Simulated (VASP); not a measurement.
A run of VASP 6.6.1 is set up as follows.

File POSCAR:

```
BeS
1.0
    3.4621569455      0.0000000000      0.0000000000
   -1.7310784727      2.9983158667      0.0000000000
    0.0000000000      0.0000000000      6.9924335875
Be S
2 2
Direct
    0.3333333333      0.6666666667      0.2500000000
    0.6666666667      0.3333333333      0.7500000000
    0.6666666667      0.3333333333      0.2500000000
    0.3333333333      0.6666666667      0.7500000000
```

File INCAR.step1:

```
SYSTEM = BeS
PREC = Accurate ; ENCUT = 520
ISMEAR = 0 ; SIGMA = 0.01
LREAL = .False. ; LASPH = .True.
NELM = 80 ; NBANDS = 16
GGA = PE ; ALGO = Normal
EDIFF = 1E-4 ; LWAVE = .True.
LCHARG = .False.
```

File INCAR.step2:

```
SYSTEM = BeS
PREC = Accurate ; ENCUT = 520
EDIFF = 1E-6 ; ISMEAR = 0
SIGMA = 0.01 ; LREAL = .False.
LASPH = .True. ; NELM = 80
ALGO = Normal ; ISIF = 2
LWAVE = .False. ; LCHARG = .False.
METAGGA = R2SCAN ; LMIXTAU = .True.
NBANDS = 16 ; ISTART = 1
```

KPOINTS

```
regular mesh
0
Gamma
  12 12 4
  0 0 0
```

Potentials or basis: VASP PAW PBE potentials, release 64 (Be, S).

Command:

```console
$ cat potpaw_PBE.64/Be/POTCAR potpaw_PBE.64/S/POTCAR > POTCAR
$ cp INCAR.step1 INCAR
$ mpirun -np 1 vasp_std > vasp.out
$ cp INCAR.step2 INCAR
$ mpirun -np 1 vasp_std > vasp.out
```

Question: Predict the band gap on the k mesh.

Answer: 4.45 eV, indirect (least direct gap 4.66 eV).

Question: Estimate the pressure.

Answer: -0.1 GPa.

Stress tensor (GPa, compression positive):
```
-0.14  0.00  0.00
 0.00 -0.14  0.00
 0.00  0.00 -0.02
```

Caveat: the PAW data sets were made with another functional, which shifts forces and pressure a little. r2SCAN opens gaps a little over a GGA but as a rule still falls short of measured ones.
